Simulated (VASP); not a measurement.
# B in VASP: notebook, part 2 of 2

VASP 6.6.1.

## 4. Relaxation of cell and atoms, PBE

This run uses another cell than the first one, of 7.61 Å³/atom.

Contents of INCAR:

```
PREC = Accurate
ENCUT = 600
EDIFF = 1E-6
ISMEAR = 0
SIGMA = 0.1
LREAL = False
LASPH = True
NELM = 100
ALGO = Normal
ISIF = 3
LWAVE = False
LCHARG = False
GGA = PE
IBRION = 2
NSW = 90
EDIFFG = -0.04
```

Contents of KPOINTS:

```
regular mesh
0
Gamma
  10 10 10
```

Contents of POSCAR:

```
B
1.0
   -1.1229705300      1.1611825400      1.4594600200
    1.1229705300     -1.1611825400      1.4594600200
    1.1229705300      1.1611825400     -1.4594600200
B
1
Direct
    0.0000000000      0.0000000000      0.0000000000
```

On the command line:

```console
> cat potpaw_PBE.64/B/POTCAR > POTCAR
> mpirun -np 1 vasp_std > vasp.out
```

Wall time 2.4 min (1 thread of Intel Xeon 8259CL, shared host); peak memory 0.12 GiB.

The run converged. Its results:

* Free energy: -5.8646 eV
* Relaxed volume: 7.03 Å³/atom
* Relaxed cell: a = 2.236 Å, b = 2.236 Å, c = 2.236 Å, α = 137.52°, β = 98.09°, γ = 96.99°
* Space group after relaxing (to 0.1 Å): I4/mmm (No. 139)
* Energy gained by relaxing: 816.7 meV/atom
* Ionic steps: 37
* Pressure after relaxing: -0.7 GPa
* Band gap on the k mesh: zero (an odd number of electrons rules out a gap without spin polarisation)

Stress tensor (GPa, compression positive):
```
-0.69  0.00  0.00
 0.00 -0.54  0.00
 0.00  0.00 -0.83
```

Step by step:
```tsv
step	energy change (eV)	largest force (eV/Å)	pressure (GPa)	volume (Å³)
1	0.0000	0.0000	-39.66	7.61
2	-0.2833	0.0000	9.15	5.72
3	-0.2858	0.0000	2.64	5.84
4	-0.3135	0.0000	6.05	5.78
5	-0.3135	0.0000	6.25	5.77
6	-0.3241	0.0000	-0.56	5.95
7	-0.3376	0.0000	-17.32	6.46
8	-0.3883	0.0000	-28.47	7.50
9	-0.6206	0.0000	-18.83	9.57
10	-0.6003	0.0000	-25.40	8.95
11	-0.6165	0.0000	-22.31	9.27
12	-0.6182	0.0000	-21.82	9.30
13	-0.6225	0.0000	-20.49	9.41
14	-0.6263	0.0000	-17.60	9.62
15	-0.6298	0.0000	-17.41	9.58
16	-0.6400	0.0000	-16.82	9.46
17	-0.6596	0.0000	-15.45	9.21
18	-0.6943	0.0000	-12.57	8.73
19	-0.7374	0.0000	-3.04	7.82
20	-0.7402	0.0000	1.06	7.52
21	-0.7521	0.0000	1.65	7.45
22	-0.7803	0.0000	2.76	7.23
23	-0.8133	0.0000	5.31	6.78
24	-0.8135	0.0000	5.21	6.80
25	-0.8040	0.0000	2.91	7.02
26	-0.8136	0.0000	5.15	6.82
27	-0.8120	0.0000	3.58	6.92
28	-0.8137	0.0000	4.99	6.83
29	-0.8138	0.0000	4.56	6.86
30	-0.8155	0.0000	-0.19	6.96
31	-0.8155	0.0000	0.60	6.94
32	-0.8159	0.0000	0.34	6.96
33	-0.8165	0.0000	-0.20	7.02
34	-0.8166	0.0000	-0.33	7.04
35	-0.8166	0.0000	-0.29	7.03
36	-0.8167	0.0000	-0.49	7.03
37	-0.8167	0.0000	-0.68	7.03
```

Final structure:
```xyz
1
Lattice="-0.8099 1.4655 1.4817 0.8099 -1.4655 1.4817 0.8099 1.4655 -1.4817" Properties=species:S:1:pos:R:3 pbc="T T T"
B     0.0000    0.0000    0.0000
```

Levels at points of the mesh, in eV from the Fermi level:
```tsv
k point	band 1	band 2	band 3	band 4	band 5
(0.00, 0.00, 0.00)	-16.37	7.21	7.30	17.50	20.57
(0.50, 0.00, 0.00)	-9.34	-9.30	9.98	25.06	25.80
(0.00, 0.50, 0.00)	-5.71	2.99	8.73	9.14	18.63
(0.50, 0.50, 0.00)	-5.67	3.09	8.59	9.03	18.40
(0.50, 0.50, 0.50)	-4.75	-4.49	-1.84	5.17	23.21
```

## 5. Single point, PBE

This run uses another cell than the first one, of 6.94 Å³/atom.

Contents of INCAR:

```
SYSTEM = B
PREC     = Accurate       ! precision mode
ENCUT    = 520            ! plane-wave cutoff, eV
EDIFF    = 1E-6           ! SCF threshold, eV
ISMEAR   = 0              ! smearing method
SIGMA    = 0.1            ! smearing width, eV
LREAL    = .FALSE.        ! projectors in reciprocal space
LASPH    = .TRUE.         ! aspherical terms in the spheres
NELM     = 60             ! most SCF steps
ALGO     = Normal         ! electronic algorithm
ISIF     = 2              ! what is computed and relaxed
LWAVE    = .FALSE.        ! write WAVECAR
LCHARG   = .FALSE.        ! write CHGCAR
GGA      = PE             ! functional
NBANDS   = 8              ! bands
```

Contents of KPOINTS:

```
Automatic mesh
0
G
  38 38 38
  0 0 0
```

Contents of POSCAR:

```
B
1.0
   -1.4633348223      1.4633348223      0.8105557004
    1.4633348223     -1.4633348223      0.8105557004
    1.4633348223      1.4633348223     -0.8105557004
B
1
Direct
    0.0000000000      0.0000000000      0.0000000000
```

On the command line:

```console
> cat potpaw_PBE.64/B/POTCAR > POTCAR
> mpirun -np 1 vasp_std > vasp.out
```

Wall time 4.3 min (1 thread of Intel Xeon 8259CL, shared host); peak memory 0.29 GiB.

Results (log left out):

* Free energy: -5.8935 eV
* Pressure: -0.1 GPa
* Band gap on the k mesh: zero (an odd number of electrons rules out a gap without spin polarisation)

Stress tensor (GPa, compression positive):
```
-0.19  0.00  0.00
 0.00 -0.19  0.00
 0.00  0.00 -0.03
```

Levels at points of the mesh, in eV from the Fermi level:
```
           k point  band 1  band 2  band 3  band 4  band 5  band 6
(0.00, 0.00, 0.00)  -16.76    7.22    7.22   17.49   20.69   26.10
(0.50, 0.00, 0.00)   -6.01    2.69    8.47    8.85   18.34   22.01
(0.50, 0.50, 0.00)   -9.65   -9.58   10.01   24.62   25.17   26.03
(0.50, 0.50, 0.50)   -4.88   -4.88   -1.88    4.94   22.82   39.16
```

## 6. Relaxation of cell and atoms, PBE

Contents of INCAR:

```
ALGO     = Normal         # electronic algorithm
EDIFF    = 1E-6           # SCF threshold, eV
EDIFFG   = -0.01          # ionic threshold
ENCUT    = 600            # plane-wave cutoff, eV
GGA      = PE             # functional
IBRION   = 2              # ionic algorithm
ISIF     = 3              # what is computed and relaxed
ISMEAR   = 0              # smearing method
LASPH    = T              # aspherical terms in the spheres
LCHARG   = F              # write CHGCAR
LREAL    = F              # projectors in reciprocal space
LWAVE    = F              # write WAVECAR
NELM     = 60             # most SCF steps
NSW      = 100            # ionic steps
PREC     = Accurate       # precision mode
SIGMA    = 0.1            # smearing width, eV
```

Contents of KPOINTS:

```
k-points
0
Gamma
  38 38 38
```

Contents of POSCAR:

```
B
1.0
   -1.4715942967      1.4715942967      0.8097199022
    1.4715942967     -1.4715942967      0.8097199022
    1.4715942967      1.4715942967     -0.8097199022
B
1
Direct
    0.0000000000      0.0000000000      0.0000000000
```

Potentials or basis: VASP PAW PBE potentials, release 64 (B).

On the command line:

```console
> cat potpaw_PBE.64/B/POTCAR > POTCAR
> mpirun -np 1 vasp_std > vasp.out
```

It took 5.4 min on 1 thread of Intel Xeon 8259CL, shared host; peak memory 0.28 GiB.

Results (log left out):

```yaml
Free_energy: -5.8943 eV
Relaxed_volume: 6.93 Å³/atom
Relaxed_cell: a = 2.221 Å, b = 2.221 Å, c = 2.221 Å, α = 97.66°, β = 97.66°, γ = 137.19°
Space_group_after_relaxing_to_0.1_Å: I4/mmm (No. 139)
Energy_gained_by_relaxing: 0.4 meV/atom
Ionic_steps: 5
Pressure_after_relaxing: 0.0 GPa
Band_gap_on_the_k_mesh: zero (an odd number of electrons rules out a gap without spin polarisation)
```

Step by step:
| step | energy change (eV) | largest force (eV/Å) | pressure (GPa) | volume (Å³) |
| --- | --- | --- | --- | --- |
| 1 | 0.0000 | 0.0000 | -0.67 | 7.01 |
| 2 | -0.0003 | 0.0000 | -0.85 | 6.98 |
| 3 | -0.0003 | 0.0000 | -0.97 | 6.97 |
| 4 | -0.0004 | 0.0000 | 0.13 | 6.93 |
| 5 | -0.0004 | 0.0000 | 0.03 | 6.93 |

Final structure:
```
B
1.0
    -1.46195    1.46195    0.81056
     1.46195   -1.46195    0.81056
     1.46195    1.46195   -0.81056
B
1
Direct
  0.00000 0.00000 0.00000
```

Levels at points of the mesh, in eV from the Fermi level:
| k point | band 1 | band 2 | band 3 | band 4 |
| --- | --- | --- | --- | --- |
| (0.00, 0.00, 0.00) | -16.78 | 7.24 | 7.24 | 17.52 |
| (0.50, 0.00, 0.00) | -6.03 | 2.68 | 8.47 | 8.85 |
| (0.50, 0.50, 0.00) | -9.67 | -9.58 | 10.04 | 24.61 |
| (0.50, 0.50, 0.50) | -4.88 | -4.88 | -1.85 | 4.94 |

## 7. The runs side by side

| task | cell | k mesh | cutoff (eV) | gap on the mesh (eV) | pressure (GPa) |
| --- | --- | --- | --- | --- | --- |
| single point | a = 2.233 Å, angles 137.5, 97.6, 97.5°, 1 atom | 10 × 10 × 10 | 520 | none | -0.3 |
| single point | a = 2.177 Å, angles 117.9, 115.5, 95.8°, 1 atom | 10 × 10 × 10 | 520 | none | -39.6 |
| relaxation of cell and atoms | relaxed from a = 2.177 Å, angles 117.9, 115.5, 95.8°, 1 atom | 10 × 10 × 10 | 600 | none | -0.7 |
| single point | a = 2.223 Å, angles 97.6, 97.6, 137.2°, 1 atom | 38 × 38 × 38 | 520 | none | -0.1 |
| relaxation of cell and atoms | relaxed from a = 2.233 Å, angles 97.6, 97.6, 137.5°, 1 atom | 38 × 38 × 38 | 600 | none | 0.0 |

Alike in all rows: level PBE; potentials or basis VASP PAW PBE potentials, release 64 (B); no spin polarisation; smearing gaussian 0.1 eV.

Caveats: some runs use coarse meshes; the stress differs along the axes, from -51 to -32 GPa (at least some runs).

Absolute energies hang on the potentials; compare differences alone.
